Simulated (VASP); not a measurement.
Wanted: the native input for a VASP 6.6.1 run.

| Item | Value |
| --- | --- |
| Task | single point |
| Functional | BLYP |
| Potentials or basis | VASP PAW PBE potentials, release 64 (Sc_sv) |
| Cutoff | 520 eV |
| k mesh | 13 × 13 × 13 |
| Occupations | gaussian, width 0.1 eV |
| Spin | no spin polarisation |
| Dipole correction | no |
| Further INCAR settings | ALGO = Normal; EDIFF = 1e-06; NBANDS = 12 |

The structure of Sc lies in POSCAR:

```
Sc
1.0
    0.0000000000      2.2600000000      2.2600000000
    2.2600000000      0.0000000000      2.2600000000
    2.2600000000      2.2600000000      0.0000000000
Sc
1
Direct
    0.0000000000      0.0000000000      0.0000000000
```

The input as run:

INCAR

```
SYSTEM = Sc
PREC = Accurate
ENCUT = 520
EDIFF = 1E-6
ISMEAR = 0
SIGMA = 0.1
LREAL = .FALSE.
LASPH = .TRUE.
NELM = 80
ALGO = Normal
ISIF = 2
LWAVE = .FALSE.
LCHARG = .FALSE.
GGA = B5
ALDAX = 1.0
AGGAX = 1.0
AGGAC = 1.0
ALDAC = 0.0
NBANDS = 12
```

KPOINTS

```
regular mesh
0
G
  13 13 13
  0 0 0
```

Potentials or basis: VASP PAW PBE potentials, release 64 (Sc_sv).

Launch:

```console
$ cat potpaw_PBE.64/Sc_sv/POTCAR > POTCAR
$ mpirun -np 1 vasp_std > vasp.out
```

Results of the run:

```
Pressure : 4.3 GPa
```

Caveat: the PAW data sets were made with another functional, which shifts forces and pressure a little.

It took 13 s on 1 thread of Intel Xeon 6975P-C (shared host), peak memory 0.15 GiB.
